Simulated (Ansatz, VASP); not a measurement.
# Two plane-wave programs on Ga3AsP2

INCAR

```
SYSTEM = Ga3AsP2
PREC = Accurate
ENCUT = 520
EDIFF = 1E-7
ISMEAR = -1
SIGMA = 0.02
LREAL = .False.
LASPH = .True.
NELM = 80
ALGO = Normal
ISIF = 2
LWAVE = .False.
LCHARG = .True.
GGA = PE
LELF = .True.
LVHAR = .True.
NBANDS = 36
```

File KPOINTS:

```
Automatic mesh
0
Gamma
  12 12 4
  0 0 0
```

POSCAR

```
Ga3AsP2
1.0
    3.9059637242      0.0000000000      0.0000000000
   -1.9529818621      3.3826638115      0.0000000000
    0.0000000000      0.0000000000      9.5621795860
P As Ga
2 1 3
Direct
    0.0000000000      0.0000000000      0.0030602822
    0.3333333333      0.6666666667      0.3305233902
    0.6666666667      0.3333333333      0.6663422599
    0.3333333333      0.6666666667      0.0832499794
    0.6666666667      0.3333333333      0.4103402512
    0.0000000000      0.0000000000      0.7564838371
```

Input for Ansatz:

```yaml
crystal:
  lattice:
    - [3.9059637242, 0.0, 0.0]
    - [-1.9529818621, 3.3826638115, 0.0]
    - [0.0, 0.0, 9.562179586]
  atoms:
    - { symbol: P, position: [0.0, 0.0, 0.0030602822] }
    - { symbol: P, position: [0.3333333333, 0.6666666667, 0.3305233902] }
    - { symbol: As, position: [0.6666666667, 0.3333333333, 0.6663422599] }
    - { symbol: Ga, position: [0.3333333333, 0.6666666667, 0.0832499794] }
    - { symbol: Ga, position: [0.6666666667, 0.3333333333, 0.4103402512] }
    - { symbol: Ga, position: [0.0, 0.0, 0.7564838371] }
kpoints:
  mp_grid: { grid: [12, 12, 4] }
  band_path:
    path:
      - [[0.0, 0.0, 0.0], [0.5, 8.994638338686e-18, -6.220980945669e-18], [0.3333333333333, 0.3333333333333, -4.147320630446e-18], [0.0, 0.0, 0.0], [3.151543667694e-36, -2.16571238051e-35, 0.5], [0.5, 9.253989989455e-18, 0.5], [0.3333333333333, 0.3333333333333, 0.5], [3.151543667694e-36, -2.16571238051e-35, 0.5]]
      - [[0.5, 9.253989989455e-18, 0.5], [0.5, 8.994638338686e-18, -6.220980945669e-18]]
      - [[0.3333333333333, 0.3333333333333, 0.5], [0.3333333333333, 0.3333333333333, -4.147320630446e-18]]
    npoints: 10
hamiltonian:
  xc: pbe
scf:
  occupations: { method: fermi_dirac, width: 0.02 }
  n_extra_bands: 5
output:
  forces: true
  stress: true
  eigenvalues: true
```

Alike in both runs: task single point; functional PBE; k mesh 12 × 12 × 4; occupations fermi-dirac, width 0.02 eV; no spin polarisation.

|  | VASP | Ansatz |
| --- | --- | --- |
| version | VASP 6.6.1 | Ansatz 0.2.0 |
| potentials or method | VASP PAW PBE potentials, release 64 (P, As, Ga_d) | plane waves, PAW |
| plane-wave cutoff (eV) | 520 | 420 |
| valence electrons in the cell | 54 | 64 |

Ansatz gave:

- gap on the k mesh at the Fermi level (eV): 1.22
- pressure (GPa): 2.6
- traceless stress, the component that is largest in VASP (GPa): 0.09
- rms of the force components (eV/Å): 0.019

Problem. What did VASP give for the same quantities?

Solution. gap on the k mesh at the Fermi level (eV): 1.22; pressure (GPa): 2.6; traceless stress, the component that is largest in VASP (GPa): 0.09; rms of the force components (eV/Å): 0.024.

Atom by atom the forces differ by 0.006 eV/Å (rms over components). VASP's potentials hold 54 valence electrons a cell and Ansatz's 64, so a difference there can come from the potentials and not from the codes.
